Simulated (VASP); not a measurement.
# PbS in VASP: electric field gradients with PBE

Aim: the electric field gradients of PbS with PBE.

All numbers are computed with VASP 6.6.1; they aren't measurements. Logs are shortened: lines on timing, memory, paths and dates and some standing lists are left out, and cuts for length are marked.

## Step 1: The cell of the first run

The cell holds a slab with vacuum, 4 atoms: a = 4.221 Å, b = 4.221 Å, c = 16.566 Å, α = 93.10°, β = 93.10°, γ = 89.99°.

## Step 2: Electric field gradients, PBE

Contents of INCAR:

```
SYSTEM = PbS
ALGO = Normal ; EDIFF = 1E-8
ENCUT = 520 ; GGA = PE
ISIF = 2 ; ISMEAR = -1
ISYM = 0 ; LASPH = .True.
LCHARG = .False. ; LEFG = .True.
LREAL = .False. ; LWAVE = .False.
NBANDS = 28 ; NELM = 100
PREC = Accurate ; SIGMA = 0.02
```

Contents of KPOINTS:

```
k-points
0
Gamma
  7 7 2
  0 0 0
```

Contents of POSCAR:

```
PbS
1.0
    2.9851277291     -2.9847140400      0.0000000000
    2.9851277291      2.9847140400      0.0000000000
   -1.2665019442      0.0000000000     16.5175013577
Pb S
2 2
Direct
    0.2324266300      0.2324266300      0.9137739700
    0.7675733700      0.7675733700      0.0862260300
    0.7339949200      0.7339949200      0.9251565100
    0.2660050800      0.2660050800      0.0748434900
```

Potentials or basis: VASP PAW PBE potentials, release 64 (Pb_d, S).

Command:

```console
cat potpaw_PBE.64/Pb_d/POTCAR potpaw_PBE.64/S/POTCAR > POTCAR
mpirun -np 1 vasp_std > vasp.out
```

OUTCAR:

```text
SYSTEM = PbS
   EDIFF = 1E-8
   ENCUT = 520
   GGA = PE
   ISIF = 2
   ISMEAR = -1
   ISYM = 0
   LASPH = .True.
   LREAL = .False.
   NELM = 100
   PREC = Accurate

 ion  position               nearest neighbor table
   1  0.232  0.232  0.914-   4 2.66   3 2.99   3 2.99   3 2.99   3 3.00   2 4.12   2 4.13   2 4.13
                             2 4.13
   2  0.768  0.768  0.086-   3 2.66   4 2.99   4 2.99   4 2.99   4 3.00   1 4.12   1 4.13   1 4.13
                             1 4.13
   3  0.734  0.734  0.925-   2 2.66   1 2.99   1 2.99   1 2.99   1 3.00
   4  0.266  0.266  0.075-   1 2.66   2 2.99   2 2.99   2 2.99   2 3.00

IMPORTANT INFORMATION: All symmetrisations will be switched off!
NOSYMM: (Re-)initialisation of all symmetry stuff for point group C_1.

----------------------------------------------------------------------------------------

                                     Primitive cell

  volume of cell :     294.3337

  direct lattice vectors                    reciprocal lattice vectors
     2.985127729 -2.984714040  0.000000000     0.167497020 -0.167520236  0.012843062
     2.985127729  2.984714040  0.000000000     0.167497020  0.167520236  0.012843062
    -1.266501944  0.000000000 16.517501358     0.000000000  0.000000000  0.060541845

  length of vectors
     4.221315608  4.221315608 16.565985581     0.237240860  0.237240860  0.060541845

  position of ions in fractional coordinates (direct lattice)
     0.232426630  0.232426630  0.913773970
     0.767573370  0.767573370  0.086226030
     0.733994920  0.733994920  0.925156510
     0.266005080  0.266005080  0.074843490

  ion indices of the primitive-cell ions
   primitive index   ion index
                 1           1
                 2           2
                 3           3
                 4           4

----------------------------------------------------------------------------------------

 KPOINTS: k-points

Automatic generation of k-mesh.
 Grid dimensions read from file:
 generate k-points for:    7    7    2

 Generating k-lattice:

  Cartesian coordinates                     Fractional coordinates (reciprocal lattice)
     0.023928146 -0.023931462  0.001834723     0.142857143 -0.000000000  0.000000000
     0.023928146  0.023931462  0.001834723    -0.000000000  0.142857143  0.000000000
     0.000000000  0.000000000  0.030270922     0.000000000  0.000000000  0.500000000

  Length of vectors
     0.033891551  0.033891551  0.030270922

  Shift w.r.t. Gamma in fractional coordinates (k-lattice)
     0.000000000  0.000000000  0.000000000

 Subroutine IBZKPT returns following result:
 ===========================================

 Found     50 irreducible k-points:

 Following reciprocal coordinates:
            Coordinates               Weight
  0.000000  0.000000  0.000000      1.000000
  0.142857  0.000000  0.000000      2.000000
  0.000000 -0.142857 -0.000000      2.000000
  0.285714  0.000000  0.000000      2.000000
 -0.000000 -0.285714 -0.000000      2.000000
  0.428571  0.000000  0.000000      2.000000
[... 16 lines left out ...]
 -0.285714  0.285714  0.000000      2.000000
  0.428571  0.428571  0.000000      2.000000
 [... further k-points ...]
   k-points           NKPTS =     50   k-points in BZ     NKDIM =     50   number of bands    NBANDS=     28
   number of dos      NEDOS =    301   number of ions     NIONS =      4
   total plane-waves  NPLWV = 129024
   dimension x,y,z NGX =    32 NGY =   32 NGZ =  126
   dimension x,y,z NGXF=    64 NGYF=   64 NGZF=  252
   ions per type =               2   2
   NGX,Y,Z   is equivalent  to a cutoff of  12.60, 12.60, 12.64 a.u.
   NGXF,Y,Z  is equivalent  to a cutoff of  25.20, 25.20, 25.29 a.u.
 SYSTEM =  PbS
   PREC   = accura    normal or accurate (medium, high low for compatibility)
   ISTART =      0    job   : 0-new  1-cont  2-samecut
   ICHARG =      2    charge: 1-file 2-atom 10-const
   ISPIN  =      1    spin polarized calculation?
   LNONCOLLINEAR =      F non collinear calculations
   LSORBIT =      F    spin-orbit coupling
   LASPH  =      T    aspherical Exc in radial PAW
   ENCUT  =  520.0 eV  38.22 Ry    6.18 a.u.   7.85  7.85 30.80*2*pi/ulx,y,z
   NELM   =    100;   NELMIN=  2; NELMDL= -5     # of ELM steps
   EDIFF  = 0.1E-07   stopping-criterion for ELM
   LREAL  =      F    real-space projection
   EDIFFG = 0.1E-06   stopping-criterion for IOM
   NSW    =      0    number of steps for IOM
   IBRION =     -1    ionic relax: 0-MD 1-quasi-New 2-CG
   NFREE  =      0    steps in history (QN), initial steepest desc. (CG)
   ISIF   =      2    stress and relaxation
   ISYM   =      0    0-nonsym 1-usesym 2-fastsym
   POTIM  = 0.5000    time-step for ionic-motion
   TEBEG  =    0.0;   TEEND  =   0.0 temperature during run
   PSTRESS=    0.0 pullay stress
   NELECT =      40.0000    total number of electrons
   NUPDOWN=      -1.0000    fix difference up-down
   EMIN   =  10.00;   EMAX   =-10.00  energy-range for DOS
   EFERMI =   0.00;   METHOD = LEGACY
   ISMEAR =    -1;   SIGMA  =   0.02  broadening in eV -4-tet -1-fermi 0-gaus
   EFERMI_NEDOS =   21; number of points for ismear=-14 and -15
   IALGO  =     38    algorithm
   IMIX   =      4    mixing-type and parameters
     AMIX     =   0.40;   BMIX     =  1.00
     AMIX_MAG =   1.60;   BMIX_MAG =  1.00
  volume/ion in A,a.u.               =      73.58       496.57
  Fermi-wavevector in a.u.,A,eV,Ry     =   0.841682  1.590549  9.638762  0.708429
  Thomas-Fermi vector in A             =   1.956266
   LORBIT       =      0    0 simple, 1 ext, 2 COOP (PROOUT), +10 PAW based schemes
   GGA     = PE    functional components
   LHFCALC =     F    Hartree Fock is set to
   AEXX    =    0.0000 exact exchange contribution
   IVDW    =     0    specifies the selected vdW correction
   LEPSILON=     F    determine dielectric tensor
   LRPA    =     F    only Hartree local field effects (RPA)
 non-spin polarized calculation
  energy-cutoff  :      520.00
  volume of cell :      294.33
 maximum number of plane-waves:      7945
   NGX = 15   NGY = 15   NGZ = 61

 number of electron      40.0000001 magnetization

 Free energy of the ion-electron system (eV)
  ---------------------------------------------------
  ext. energy  EPLUGINS =         0.00000000
  ---------------------------------------------------
  free energy    TOTEN  =       -17.29402538 eV

  energy without entropy =      -17.29402538  energy(sigma->0) =      -17.29402538

 E-fermi :  -0.6656     XC(G=0):  -4.0887

 val. band max:       -1.0911955552   @ k =  -0.0000  -0.4286   0.5000
 cond. band min:       0.6505319278   @ k =  -0.0000  -0.4286   0.5000
 fundamental gap:      1.7417274830
 Fermi energy:        -0.6656109453

 k-point     1 :       0.0000    0.0000    0.0000
  band No.  band energies     occupation
      1     -17.3817      2.00000
      2     -17.2817      2.00000
      3     -17.2648      2.00000
      4     -17.2564      2.00000
      5     -17.2407      2.00000
      6     -17.2327      2.00000
[... 20 lines left out ...]
     27       4.1555      0.00000
     28       5.1092      0.00000

 k-point     2 :       0.1429    0.0000    0.0000
  band No.  band energies     occupation
      1     -17.3702      2.00000
      2     -17.2752      2.00000
      3     -17.2623      2.00000
      4     -17.2545      2.00000
      5     -17.2460      2.00000
      6     -17.2389      2.00000
[... 20 lines left out ...]
     27       4.2358      0.00000
     28       4.5978      0.00000

 k-point     3 :       0.0000   -0.1429   -0.0000
  band No.  band energies     occupation
      1     -17.3702      2.00000
      2     -17.2752      2.00000
      3     -17.2623      2.00000
      4     -17.2545      2.00000
      5     -17.2460      2.00000
      6     -17.2389      2.00000
[... 20 lines left out ...]
     27       4.2358      0.00000
     28       4.5978      0.00000

 k-point     4 :       0.2857    0.0000    0.0000
  band No.  band energies     occupation
      1     -17.3423      2.00000
      2     -17.2692      2.00000
      3     -17.2604      2.00000
      4     -17.2572      2.00000
      5     -17.2520      2.00000
      6     -17.2438      2.00000
[... 20 lines left out ...]
     27       4.1263      0.00000
     28       4.5701      0.00000

 k-point     5 :      -0.0000   -0.2857   -0.0000
  band No.  band energies     occupation
      1     -17.3423      2.00000
      2     -17.2692      2.00000
      3     -17.2604      2.00000
      4     -17.2572      2.00000
      5     -17.2520      2.00000
      6     -17.2438      2.00000
[... 20 lines left out ...]
     27       4.1263      0.00000
     28       4.5701      0.00000

 k-point     6 :       0.4286    0.0000    0.0000
  band No.  band energies     occupation
      1     -17.3113      2.00000
      2     -17.2859      2.00000
      3     -17.2649      2.00000
      4     -17.2629      2.00000
      5     -17.2482      2.00000
      6     -17.2414      2.00000
[... 463 lines left out ...]
      5     -17.2409      2.00000
      6     -17.2322      2.00000
[... 20 lines left out ...]
     27       5.0454      0.00000
     28       5.1094      0.00000

 k-point    22 :      -0.2857    0.4286    0.0000
  band No.  band energies     occupation
      1     -17.3494      2.00000
      2     -17.3380      2.00000
      3     -17.2514      2.00000
      4     -17.2513      2.00000
      5     -17.2409      2.00000
      6     -17.2322      2.00000
[... 20 lines left out ...]
     27       5.0454      0.00000
     28       5.1094      0.00000

 k-point    23 :      -0.2857    0.2857    0.0000
  band No.  band energies     occupation
      1     -17.3466      2.00000
      2     -17.3105      2.00000
      3     -17.2498      2.00000
      4     -17.2487      2.00000
      5     -17.2478      2.00000
      6     -17.2325      2.00000
[... 20 lines left out ...]
     27       4.5502      0.00000
     28       5.2293      0.00000

 k-point    24 :       0.4286    0.4286    0.0000
  band No.  band energies     occupation
      1     -17.3703      2.00000
      2     -17.3666      2.00000
      3     -17.2519      2.00000
      4     -17.2518      2.00000
      5     -17.2346      2.00000
      6     -17.2309      2.00000
[... 20 lines left out ...]
     27       5.1841      0.00000
     28       5.3698      0.00000

 [... further k-points ...]
[... 5 lines left out ...]
  --------------------------------------------------------------------------------------
  -------------------------------------------------------------------------------------
  Total        0.5029893      0.5134664      0.7148723     -0.0000000      0.0000000      0.0029830
  in kB        2.7379742      2.7950055      3.8913387     -0.0000001      0.0000002      0.0162379
  external PRESSURE =       3.1414395 kB  Pullay stress =       0.0000000 kB

 VOLUME and BASIS-vectors are now :
 -----------------------------------------------------------------------------
  energy-cutoff  :      520.00
  volume of cell :      294.33
      direct lattice vectors                 reciprocal lattice vectors
     2.985127729 -2.984714040  0.000000000     0.167497020 -0.167520236  0.012843062
     2.985127729  2.984714040  0.000000000     0.167497020  0.167520236  0.012843062
    -1.266501944  0.000000000 16.517501358     0.000000000  0.000000000  0.060541845

 POSITION                                       TOTAL-FORCE (eV/Angst)
 -----------------------------------------------------------------------------------
      0.23035      0.00000     15.09326        -0.004286      0.000000     -0.117532
      4.47340      0.00000      1.42424         0.004286     -0.000000      0.117532
      3.21042      0.00000     15.28127         0.003696     -0.000000     -0.171664
      1.49333      0.00000      1.23623        -0.003696     -0.000000      0.171663
 -----------------------------------------------------------------------------------
    total drift:                               -0.000000      0.000000      0.000000

  FREE ENERGIE OF THE ION-ELECTRON SYSTEM (eV)
  ---------------------------------------------------
  free  energy   TOTEN  =       -17.2940253836 eV

  energy  without entropy=      -17.2940253836  energy(sigma->0) =      -17.29402538

 Electric field gradients (V/A^2)
---------------------------------------------------------------------
 ion       V_xx      V_yy      V_zz      V_xy      V_xz      V_yz
---------------------------------------------------------------------
   1     131.482   130.991  -262.473     0.000    -1.354    -0.000
   2     131.482   130.991  -262.473     0.000    -1.354     0.000
   3       0.185     0.164    -0.350    -0.000    -0.113    -0.000
   4       0.185     0.164    -0.350    -0.000    -0.113    -0.000
---------------------------------------------------------------------

 Electric field gradients after diagonalization (V/A^2)
 (convention: |V_zz| > |V_xx| > |V_yy|)
----------------------------------------------------------------------
 ion       V_xx      V_yy      V_zz     asymmetry (V_yy - V_xx)/ V_zz
----------------------------------------------------------------------
   1     131.486   130.991  -262.478       0.002
   2     131.486   130.991  -262.477       0.002
   3       0.208     0.164    -0.373       0.118
   4       0.208     0.164    -0.373       0.118
----------------------------------------------------------------------

           NMR quadrupolar parameters

 Cq : quadrupolar parameter    Cq=e*Q*V_zz/h
 eta: asymmetry parameters     (V_yy - V_xx)/ V_zz
 Q  : nuclear electric quadrupole moment in mb (millibarn)
----------------------------------------------------------------------
 ion       Cq(MHz)       eta       Q (mb)
----------------------------------------------------------------------
   1      -0.635       0.002       1.000
   2      -0.635       0.002       1.000
   3      -0.001       0.118       1.000
   4      -0.001       0.118       1.000
----------------------------------------------------------------------
```

Run time: 5.9 min. Hardware: 1 thread of Intel Xeon Platinum 8488C (Sapphire Rapids), shared host; peak memory 0.57 GiB.

What came out:

```
Free energy                             : -17.2940 eV
Largest force                           : 0.172 eV/Å
Band gap on the k mesh                  : 1.74 eV
Largest electric field gradient by atom : Pb -262.5; S -0.4 V/Å²
```

Forces in eV/Å, atoms in the order of the input:
```
Pb  -0.004  0.000 -0.118
Pb   0.004  0.000  0.118
S    0.004  0.000 -0.172
S   -0.004  0.000  0.172
```

Levels at points of the mesh, in eV from the valence-band top:
```tsv
k point	band 16	band 17	band 18	band 19	band 20	band 21	band 22	band 23	band 24	band 25
(0.00, 0.00, 0.00)	-2.54	-2.54	-1.41	-1.41	-0.24	1.94	3.82	4.89	5.06	5.18
(0.00, 0.00, 0.50)	-2.54	-2.54	-1.41	-1.41	-0.24	1.94	3.95	4.51	4.89	5.24
```

Electric field gradients, principal values (V/Å²):
| atom | least | middle | greatest (by size) |
| --- | --- | --- | --- |
| 1 Pb | 130.991 | 131.486 | -262.478 |
| 2 Pb | 130.991 | 131.486 | -262.477 |
| 3 S | 0.164 | 0.208 | -0.373 |
| 4 S | 0.164 | 0.208 | -0.373 |

Caveat: there is no dipole correction, which matters where the two faces differ; without QUAD_EFG the Cq values of the log hold for a quadrupole moment of 1 mb, not for the nuclei; spin-orbit coupling is left out, which moves the levels of the heavy elements.
